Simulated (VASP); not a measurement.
# CdS (zincblende type) (F-43m) in VASP: density of states with PBE

Aim: the density of states of CdS (zincblende type) with PBE.

Everything below comes from runs of VASP 6.6.1. Logs are shortened: lines on timing, memory, paths and dates and some standing lists are left out, and cuts for length are marked.

### Step 1. The cell of the first run

The structure is cubic, space group F-43m (No. 216). Conventional cell: a = 5.926 Å, b = 5.926 Å, c = 5.926 Å, α = 90.00°, β = 90.00°, γ = 90.00°. Cd (site symmetry -43m) has 4 S at 2.57 Å within 3.4 Å. S (site symmetry -43m) has 4 Cd at 2.57 Å within 3.4 Å.

### Step 2. Density of states, PBE

POSCAR

```
CdS
1.0
    0.0000000000      2.9631774033      2.9631774033
    2.9631774033      0.0000000000      2.9631774033
    2.9631774033      2.9631774033      0.0000000000
Cd S
1 1
Direct
    0.0000000000      0.0000000000      0.0000000000
    0.2500000000      0.2500000000      0.2500000000
```

INCAR.step1

```
SYSTEM = CdS
ALGO     = Normal         ! electronic algorithm
EDIFF    = 1E-7           ! SCF threshold, eV
ENCUT    = 520            ! plane-wave cutoff, eV
GGA      = PE             ! functional
ISIF     = 2              ! what is computed and relaxed
ISMEAR   = -1             ! smearing method
LASPH    = .True.         ! aspherical terms in the spheres
LCHARG   = .True.         ! write CHGCAR
LREAL    = .False.        ! projectors in reciprocal space
LWAVE    = .False.        ! write WAVECAR
NBANDS   = 16             ! bands
NELM     = 100            ! most SCF steps
PREC     = Accurate       ! precision mode
SIGMA    = 0.05           ! smearing width, eV
```

KPOINTS.step1

```
k-points
0
Gamma
  13 13 13
  0 0 0
```

INCAR.step2

```
SYSTEM = CdS
ALGO     = Normal         ! electronic algorithm
EDIFF    = 1E-7           ! SCF threshold, eV
ENCUT    = 520            ! plane-wave cutoff, eV
GGA      = PE             ! functional
ICHARG   = 11             ! starting density
ISIF     = 2              ! what is computed and relaxed
ISMEAR   = -5             ! smearing method
LASPH    = .True.         ! aspherical terms in the spheres
LCHARG   = .False.        ! write CHGCAR
LORBIT   = 11             ! projections on sites
LREAL    = .False.        ! projectors in reciprocal space
LWAVE    = .False.        ! write WAVECAR
NBANDS   = 16             ! bands
NEDOS    = 2001           ! points of the DOS
NELM     = 100            ! most SCF steps
PREC     = Accurate       ! precision mode
SIGMA    = 0.05           ! smearing width, eV
```

KPOINTS.step2

```
k-points
0
Gamma
  20 20 20
  0 0 0
```

Potentials or basis: VASP PAW PBE potentials, release 64 (Cd, S).

Command:

```
cat potpaw_PBE.64/Cd/POTCAR potpaw_PBE.64/S/POTCAR > POTCAR
cp INCAR.step1 INCAR
cp KPOINTS.step1 KPOINTS
mpirun -np 1 vasp_std > vasp.out
cp INCAR.step2 INCAR
cp KPOINTS.step2 KPOINTS
mpirun -np 1 vasp_std > vasp.out
```

OUTCAR:

```text
SYSTEM = CdS
   EDIFF = 1E-7
   ENCUT = 520
   GGA = PE
   ICHARG = 11
   ISIF = 2
   ISMEAR = -5
   LASPH = .True.
   LORBIT = 11
   LREAL = .False.
   NELM = 100
   PREC = Accurate

 ion  position               nearest neighbor table
   1  0.000  0.000  0.000-   2 2.57   2 2.57   2 2.57   2 2.57
   2  0.250  0.250  0.250-   1 2.57   1 2.57   1 2.57   1 2.57

  LATTYP: Found a face centered cubic cell.
 ALAT       =     5.9263548066

  Lattice vectors:

 A1 = (   0.0000000000,   2.9631774033,   2.9631774033)
 A2 = (   2.9631774033,   0.0000000000,   2.9631774033)
 A3 = (   2.9631774033,   2.9631774033,   0.0000000000)

Analysis of symmetry for initial positions (statically):
=====================================================================
 Subroutine PRICEL returns:
 Original cell was already a primitive cell.

 Routine SETGRP: Setting up the symmetry group for a
 face centered cubic supercell.

 Subroutine GETGRP returns: Found 24 space group operations
 (whereof 24 operations were pure point group operations)
 out of a pool of 48 trial point group operations.

The static configuration has the point symmetry T_d .

Analysis of symmetry for dynamics (positions and initial velocities):
=====================================================================
 Subroutine PRICEL returns:
 Original cell was already a primitive cell.

 Routine SETGRP: Setting up the symmetry group for a
 face centered cubic supercell.

 Subroutine GETGRP returns: Found 24 space group operations
 (whereof 24 operations were pure point group operations)
 out of a pool of 48 trial point group operations.

The dynamic configuration has the point symmetry T_d .

 Subroutine INISYM returns: Found 24 space group operations
 (whereof 24 operations are pure point group operations),
 and found     1 'primitive' translations

----------------------------------------------------------------------------------------

                                     Primitive cell

  volume of cell :      52.0359

  direct lattice vectors                    reciprocal lattice vectors
     0.000000000  2.963177403  2.963177403    -0.168737788  0.168737788  0.168737788
     2.963177403  0.000000000  2.963177403     0.168737788 -0.168737788  0.168737788
     2.963177403  2.963177403  0.000000000     0.168737788  0.168737788 -0.168737788

  length of vectors
     4.190565671  4.190565671  4.190565671     0.292262422  0.292262422  0.292262422

  position of ions in fractional coordinates (direct lattice)
     0.000000000  0.000000000  0.000000000
[... 83 lines left out ...]
   NSW    =      0    number of steps for IOM
   IBRION =     -1    ionic relax: 0-MD 1-quasi-New 2-CG
   NFREE  =      0    steps in history (QN), initial steepest desc. (CG)
   ISIF   =      2    stress and relaxation
   ISYM   =      2    0-nonsym 1-usesym 2-fastsym
   POTIM  = 0.5000    time-step for ionic-motion
   TEBEG  =    0.0;   TEEND  =   0.0 temperature during run
   PSTRESS=    0.0 pullay stress
   NELECT =      18.0000    total number of electrons
   NUPDOWN=      -1.0000    fix difference up-down
   EMIN   =  10.00;   EMAX   =-10.00  energy-range for DOS
   EFERMI =   0.00;   METHOD = LEGACY
   ISMEAR =    -5;   SIGMA  =   0.05  broadening in eV -4-tet -1-fermi 0-gaus
   EFERMI_NEDOS =   21; number of points for ismear=-14 and -15
   IALGO  =     38    algorithm
   IMIX   =      4    mixing-type and parameters
     AMIX     =   0.40;   BMIX     =  1.00
     AMIX_MAG =   1.60;   BMIX_MAG =  1.00
  volume/ion in A,a.u.               =      26.02       175.58
  Fermi-wavevector in a.u.,A,eV,Ry     =   1.149206  2.171685 17.968877  1.320675
  Thomas-Fermi vector in A             =   2.285877
   LORBIT       =     11    0 simple, 1 ext, 2 COOP (PROOUT), +10 PAW based schemes
   GGA     = PE    functional components
   LHFCALC =     F    Hartree Fock is set to
   AEXX    =    0.0000 exact exchange contribution
   IVDW    =     0    specifies the selected vdW correction
   LEPSILON=     F    determine dielectric tensor
   LRPA    =     F    only Hartree local field effects (RPA)
 non-spin polarized calculation
 Fermi weights with tetrahedron method with Bloechl corrections
  energy-cutoff  :      520.00
  volume of cell :       52.04
 maximum number of plane-waves:      1424

 number of electron      18.0000001 magnetization

 Free energy of the ion-electron system (eV)
  ---------------------------------------------------
  ext. energy  EPLUGINS =         0.00000000
  ---------------------------------------------------
  free energy    TOTEN  =        -6.14792558 eV

  energy without entropy =       -6.14792558  energy(sigma->0) =       -6.14792558

 E-fermi :   0.9283     XC(G=0):  -8.9286

 val. band max:        0.9175179757   @ k =   0.0000   0.0000   0.0000
 cond. band min:       1.9620721817   @ k =   0.0000   0.0000   0.0000
 fundamental gap:      1.0445542061
 Fermi energy:         0.9282708282

 k-point     1 :       0.0000    0.0000    0.0000
  band No.  band energies     occupation
      1     -11.1712      2.00000
      2      -6.6511      2.00000
      3      -6.6511      2.00000
      4      -6.6511      2.00000
      5      -6.2310      2.00000
      6      -6.2310      2.00000
[... 433 lines left out ...]
      3      -6.5511      2.00000
      4      -6.2189      2.00000
      5      -6.2133      2.00000
      6      -6.1158      2.00000
[... 8 lines left out ...]
     15      11.9200      0.00000
     16      12.6562      0.00000

 [... further k-points ...]
[... 5 lines left out ...]
  --------------------------------------------------------------------------------------
  -------------------------------------------------------------------------------------
  Total        0.0977066      0.0977066      0.0977066      0.0000000      0.0000000     -0.0000000
  in kB        3.0083713      3.0083713      3.0083713      0.0000000      0.0000000     -0.0000000
  external PRESSURE =       3.0083713 kB  Pullay stress =       0.0000000 kB

 VOLUME and BASIS-vectors are now :
 -----------------------------------------------------------------------------
  energy-cutoff  :      520.00
  volume of cell :       52.04
      direct lattice vectors                 reciprocal lattice vectors
     0.000000000  2.963177403  2.963177403    -0.168737788  0.168737788  0.168737788
     2.963177403  0.000000000  2.963177403     0.168737788 -0.168737788  0.168737788
     2.963177403  2.963177403  0.000000000     0.168737788  0.168737788 -0.168737788

 POSITION                                       TOTAL-FORCE (eV/Angst)
 -----------------------------------------------------------------------------------
      0.00000      0.00000      0.00000        -0.000000     -0.000000     -0.000000
      1.48159      1.48159      1.48159         0.000000      0.000000      0.000000
 -----------------------------------------------------------------------------------
    total drift:                               -0.000000     -0.000000     -0.000000

  FREE ENERGIE OF THE ION-ELECTRON SYSTEM (eV)
  ---------------------------------------------------
  free  energy   TOTEN  =        -6.1479255808 eV

  energy  without entropy=       -6.1479255808  energy(sigma->0) =       -6.14792558

 total charge

# of ion       s       p       d       tot
------------------------------------------
    1        0.418   0.300   9.564  10.281
    2        1.325   2.382   0.000   3.707
--------------------------------------------------
tot          1.743   2.682   9.564  13.989
```

OUTCAR.step1:

```text
SYSTEM = CdS
   EDIFF = 1E-7
   ENCUT = 520
   GGA = PE
   ISIF = 2
   ISMEAR = -1
   LASPH = .True.
[... 676 lines left out ...]
      0.00000      0.00000      0.00000        -0.000000     -0.000000     -0.000000
      1.48159      1.48159      1.48159         0.000000      0.000000      0.000000
 -----------------------------------------------------------------------------------
    total drift:                               -0.000000     -0.000000     -0.000000

  FREE ENERGIE OF THE ION-ELECTRON SYSTEM (eV)
  ---------------------------------------------------
  free  energy   TOTEN  =        -6.1474826747 eV

  energy  without entropy=       -6.1474825422  energy(sigma->0) =       -6.14748261
```

OSZICAR.step1:

```text
N       E                     dE             d eps       ncg     rms          rms(c)
DAV:   1     0.107506911058E+03    0.10751E+03   -0.90405E+03  2752   0.102E+03
DAV:   2    -0.242166215058E+01   -0.10993E+03   -0.10385E+03  3328   0.252E+02
DAV:   3    -0.667287113999E+01   -0.42512E+01   -0.42444E+01  3208   0.514E+01
DAV:   4    -0.669989652468E+01   -0.27025E-01   -0.27023E-01  3568   0.399E+00
DAV:   5    -0.670027395183E+01   -0.37743E-03   -0.37742E-03  3216   0.444E-01    0.733E+00
DAV:   6    -0.616479865298E+01    0.53548E+00   -0.86563E-01  4120   0.112E+01    0.600E+00
DAV:   7    -0.614710092355E+01    0.17698E-01   -0.18404E-01  3456   0.294E+00    0.299E+00
DAV:   8    -0.614729638123E+01   -0.19546E-03   -0.16110E-02  3128   0.157E+00    0.271E-01
DAV:   9    -0.614725493205E+01    0.41449E-04   -0.18259E-03  3312   0.601E-01    0.618E-02
DAV:  10    -0.614740158060E+01   -0.14665E-03   -0.23953E-04  3472   0.145E-01    0.716E-02
DAV:  11    -0.614748919446E+01   -0.87614E-04   -0.14399E-04  3280   0.885E-02    0.269E-02
DAV:  12    -0.614748173379E+01    0.74607E-05   -0.21411E-05  3504   0.559E-02    0.915E-03
DAV:  13    -0.614748273246E+01   -0.99867E-06   -0.27997E-06  3248   0.101E-02    0.586E-03
DAV:  14    -0.614748267468E+01    0.57780E-07   -0.24338E-07  3568   0.312E-03
   1 F= -.61474827E+01 E0= -.61474826E+01  d E =-.132452E-06
```

Run time: 70 s. Hardware: 1 thread of Intel Xeon 6975P-C (Granite Rapids), shared host; peak memory 0.33 GiB.

What came out:

| Item | Value |
| --- | --- |
| Valence electrons inside the program's atomic spheres | Cd 10.28; S 3.71 |
